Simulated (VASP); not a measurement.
# WC (Qusongite) in VASP: settings compared

WC (Qusongite) is run at these levels: BLYP+D4, PBE; tasks: single point, relaxation of cell and atoms.

Everything below comes from runs of VASP 6.6.1. Logs are shortened: lines on timing, memory, paths and dates and some standing lists are left out, and cuts for length are marked.

## 1. The cell of the first run

It takes space group P-6m2 (No. 187, hexagonal). The conventional cell has a = 2.920 Å, b = 2.920 Å, c = 2.843 Å, α = 90.00°, β = 90.00°, γ = 120.00°. W (site symmetry -6m2) has 6 C at 2.21 Å and 2 W at 2.84 Å within 2.9 Å. C (site symmetry -6m2) has 6 W at 2.21 Å and 2 C at 2.84 Å within 2.9 Å.

## 2. Single point, BLYP+D4

INCAR reads:

```
SYSTEM = WC
PREC = Accurate
ENCUT = 520
EDIFF = 1E-6
ISMEAR = -1
SIGMA = 0.05
LREAL = .FALSE.
LASPH = .TRUE.
NELM = 80
ALGO = Normal
ISIF = 2
LWAVE = .FALSE.
LCHARG = .FALSE.
GGA = B5
ALDAX = 1.0
AGGAX = 1.0
AGGAC = 1.0
ALDAC = 0.0
IVDW = 13
VDW_S6 = 1.0
VDW_S8 = 2.34076671
VDW_A1 = 0.44488865
VDW_A2 = 4.0933009
NBANDS = 16
```

KPOINTS reads:

```
Automatic mesh
0
G
  10 10 9
  0 0 0
```

POSCAR reads:

```
WC
1.0
    2.9196439284      0.0000000000      0.0000000000
   -1.4598219642      2.5284858120      0.0000000000
    0.0000000000      0.0000000000      2.8429860701
W C
1 1
Direct
    0.0000000000      0.0000000000      0.0000000000
    0.6666666667      0.3333333333      0.5000000000
```

Potentials or basis: VASP PAW PBE potentials, release 64 (W_sv, C).

Run with:

```bash
$ cat potpaw_PBE.64/W_sv/POTCAR potpaw_PBE.64/C/POTCAR > POTCAR
$ mpirun -np 1 vasp_std > vasp.out
```

OUTCAR:

```text
SYSTEM = WC
   PREC = Accurate
   ENCUT = 520
   EDIFF = 1E-6
   ISMEAR = -1
   LREAL = .FALSE.
   LASPH = .TRUE.
   NELM = 80
   ISIF = 2
   GGA = B5
   IVDW = 13

 ion  position               nearest neighbor table
   1  0.000  0.000  0.000-   2 2.21   2 2.21   2 2.21   2 2.21   2 2.21   2 2.21
   2  0.667  0.333  0.500-   1 2.21   1 2.21   1 2.21   1 2.21   1 2.21   1 2.21

  LATTYP: Found a hexagonal cell.
 ALAT       =     2.9196439284
 C/A-ratio  =     0.9737441071

  Lattice vectors:

 A1 = (   2.9196439284,   0.0000000000,   0.0000000000)
 A2 = (  -1.4598219642,   2.5284858120,   0.0000000000)
 A3 = (   0.0000000000,   0.0000000000,   2.8429860701)

Analysis of symmetry for initial positions (statically):
=====================================================================
 Subroutine PRICEL returns:
 Original cell was already a primitive cell.

 Routine SETGRP: Setting up the symmetry group for a
 hexagonal supercell.

 Subroutine GETGRP returns: Found 12 space group operations
 (whereof 12 operations were pure point group operations)
 out of a pool of 24 trial point group operations.

The static configuration has the point symmetry D_3h.

Analysis of symmetry for dynamics (positions and initial velocities):
=====================================================================
 Subroutine PRICEL returns:
 Original cell was already a primitive cell.

 Routine SETGRP: Setting up the symmetry group for a
 hexagonal supercell.

 Subroutine GETGRP returns: Found 12 space group operations
 (whereof 12 operations were pure point group operations)
 out of a pool of 24 trial point group operations.

The dynamic configuration has the point symmetry D_3h.

 Subroutine INISYM returns: Found 12 space group operations
 (whereof 12 operations are pure point group operations),
 and found     1 'primitive' translations

----------------------------------------------------------------------------------------

                                     Primitive cell

  volume of cell :      20.9877

  direct lattice vectors                    reciprocal lattice vectors
     2.919643928  0.000000000  0.000000000     0.342507520  0.197746809  0.000000000
    -1.459821964  2.528485812  0.000000000     0.000000000  0.395493617  0.000000000
     0.000000000  0.000000000  2.842986070     0.000000000  0.000000000  0.351742842

  length of vectors
     2.919643928  2.919643928  2.842986070     0.395493617  0.395493617  0.351742842

  position of ions in fractional coordinates (direct lattice)
     0.000000000  0.000000000  0.000000000
     0.666666667  0.333333333  0.500000000

  ion indices of the primitive-cell ions
[... 73 lines left out ...]
   ENCUT  =  520.0 eV  38.22 Ry    6.18 a.u.   5.43  5.43  5.29*2*pi/ulx,y,z
   NELM   =     80;   NELMIN=  2; NELMDL= -5     # of ELM steps
   EDIFF  = 0.1E-05   stopping-criterion for ELM
   LREAL  =      F    real-space projection
   EDIFFG = 0.1E-04   stopping-criterion for IOM
   NSW    =      0    number of steps for IOM
   IBRION =     -1    ionic relax: 0-MD 1-quasi-New 2-CG
   NFREE  =      0    steps in history (QN), initial steepest desc. (CG)
   ISIF   =      2    stress and relaxation
   ISYM   =      2    0-nonsym 1-usesym 2-fastsym
   POTIM  = 0.5000    time-step for ionic-motion
   TEBEG  =    0.0;   TEEND  =   0.0 temperature during run
   PSTRESS=    0.0 pullay stress
   NELECT =      18.0000    total number of electrons
   NUPDOWN=      -1.0000    fix difference up-down
   EMIN   =  10.00;   EMAX   =-10.00  energy-range for DOS
[... 5 lines left out ...]
     AMIX     =   0.40;   BMIX     =  1.00
     AMIX_MAG =   1.60;   BMIX_MAG =  1.00
  volume/ion in A,a.u.               =      10.49        70.82
  Fermi-wavevector in a.u.,A,eV,Ry     =   1.555407  2.939292 32.916437  2.419290
  Thomas-Fermi vector in A             =   2.659352
   LORBIT       =      0    0 simple, 1 ext, 2 COOP (PROOUT), +10 PAW based schemes
   GGA     = B5    functional components
   LHFCALC =     F    Hartree Fock is set to
   AEXX    =    0.0000 exact exchange contribution
   IVDW    =    13    specifies the selected vdW correction
   LEPSILON=     F    determine dielectric tensor
   LRPA    =     F    only Hartree local field effects (RPA)
 non-spin polarized calculation
  energy-cutoff  :      520.00
  volume of cell :       20.99
 maximum number of plane-waves:       587
 NGX is ok and might be reduce to    24
   NGX = 11   NGY = 11   NGZ = 11

 number of electron      18.0000000 magnetization

 Free energy of the ion-electron system (eV)
  ---------------------------------------------------
  ext. energy  EPLUGINS =         0.00000000
  ---------------------------------------------------
  free energy    TOTEN  =       -19.97822026 eV

  energy without entropy =      -19.97605055  energy(sigma->0) =      -19.97713540

 E-fermi :  11.4145     XC(G=0): -13.0289

 val. band max:       11.3212200123   @ k =   0.0000   0.0000   0.3333
 cond. band min:      11.4209099641   @ k =   0.4000   0.2000   0.0000
 fundamental gap:      0.0996899518
 Fermi energy:        11.4144862015

 k-point     1 :       0.0000    0.0000    0.0000
  band No.  band energies     occupation
      1     -62.2289      2.00000
      2     -26.4665      2.00000
      3     -26.3721      2.00000
      4     -26.3721      2.00000
      5      -2.7591      2.00000
      6       7.2487      2.00000
[... 433 lines left out ...]
      3     -26.5901      2.00000
      4     -26.4416      2.00000
      5       0.5361      2.00000
      6       4.7573      2.00000
[... 8 lines left out ...]
     15      24.7911      0.00000
     16      28.9570      0.00000

 [... further k-points ...]

------------------------ aborting loop because EDIFF is reached ----------------------------------------

  DFT-D4 for vdW energy calculation

  Edisp (eV):   -1.84734

  FORCE on cell =-STRESS in cart. coord.  units (eV):
  Direction    XX          YY          ZZ          XY          YZ          ZX
  --------------------------------------------------------------------------------------
  -------------------------------------------------------------------------------------
  Total       0.30213     0.30213     0.36358     0.00000     0.00000     0.00000
  in kB      23.06399    23.06399    27.75493     0.00000     0.00000     0.00000
  external pressure =       24.63 kB  Pullay stress =        0.00 kB

 VOLUME and BASIS-vectors are now :
 -----------------------------------------------------------------------------
  energy-cutoff  :      520.00
  volume of cell :       20.99
      direct lattice vectors                 reciprocal lattice vectors
     2.919643928  0.000000000  0.000000000     0.342507520  0.197746809  0.000000000
    -1.459821964  2.528485812  0.000000000     0.000000000  0.395493617  0.000000000
     0.000000000  0.000000000  2.842986070     0.000000000  0.000000000  0.351742842

 POSITION                                       TOTAL-FORCE (eV/Angst)
 -----------------------------------------------------------------------------------
      0.00000      0.00000      0.00000        -0.000000      0.000000      0.000000
      1.45982      0.84283      1.42149         0.000000      0.000000      0.000000
 -----------------------------------------------------------------------------------
    total drift:                                0.000000     -0.000000      0.000000

  FREE ENERGIE OF THE ION-ELECTRON SYSTEM (eV)
  ---------------------------------------------------
  free  energy   TOTEN  =       -21.8255560974 eV

  energy  without entropy=      -21.8233863807  energy(sigma->0) =      -21.82447124
```

OSZICAR:

```text
N       E                     dE             d eps       ncg     rms          rms(c)
DAV:   1     0.112801572279E+03    0.11280E+03   -0.92977E+03  2240   0.125E+03
DAV:   2    -0.201453366003E+02   -0.13295E+03   -0.12870E+03  2640   0.335E+02
DAV:   3    -0.235332981714E+02   -0.33880E+01   -0.33746E+01  2496   0.510E+01
DAV:   4    -0.235520021774E+02   -0.18704E-01   -0.18703E-01  2912   0.427E+00
DAV:   5    -0.235521452784E+02   -0.14310E-03   -0.14310E-03  2520   0.356E-01    0.312E+01
DAV:   6    -0.200701335488E+02    0.34820E+01   -0.70218E+00  2696   0.282E+01    0.715E+00
DAV:   7    -0.199977083422E+02    0.72425E-01   -0.62267E-01  2344   0.623E+00    0.617E+00
DAV:   8    -0.199801589635E+02    0.17549E-01   -0.78026E-02  2440   0.246E+00    0.142E+00
DAV:   9    -0.199780937601E+02    0.20652E-02   -0.41025E-03  2400   0.515E-01    0.141E-01
DAV:  10    -0.199782232065E+02   -0.12945E-03   -0.49652E-04  2664   0.224E-01    0.914E-02
DAV:  11    -0.199782216875E+02    0.15190E-05   -0.21335E-05  2616   0.378E-02    0.199E-02
DAV:  12    -0.199782202440E+02    0.14436E-05   -0.66212E-06  2544   0.262E-02    0.415E-03
DAV:  13    -0.199782202620E+02   -0.18069E-07   -0.17318E-07  1264   0.360E-03
   1 F= -.21825556E+02 E0= -.21824471E+02  d E =-.216972E-02
```

Run time: 12 s. Hardware: 1 thread of Intel Xeon 6975P-C (Granite Rapids), shared host; peak memory 0.15 GiB.

Results:

- Free energy: -21.8256 eV
- Pressure: 2.5 GPa
- Band gap on the k mesh: zero (band 9 reaches 12.07 eV, above the bottom of band 10 at 10.88 eV)
- Dispersion energy per atom: -0.924 eV

Stress tensor (GPa, compression positive):
```
2.31 0.00 0.00
0.00 2.31 0.00
0.00 0.00 2.78
```

Levels at points of the mesh, in eV from the Fermi level:
```tsv
k point	band 5	band 6	band 7	band 8	band 9	band 10	band 11	band 12	band 13	band 14
(0.00, 0.00, 0.00)	-14.17	-4.17	-3.29	-3.29	0.12	3.14	3.14	5.49	5.49	6.44
(0.50, 0.00, 0.00)	-10.96	-6.79	-3.54	-3.42	-0.46	2.29	4.38	4.70	6.77	9.88
```

Caveat: the PAW data sets were made with another functional, which shifts forces and pressure a little; spin-orbit coupling is left out, which moves the levels of the heavy elements; pairwise dispersion overbinds metals, which lowers pressure and volume.

(Part 1 of 2 ends here.)
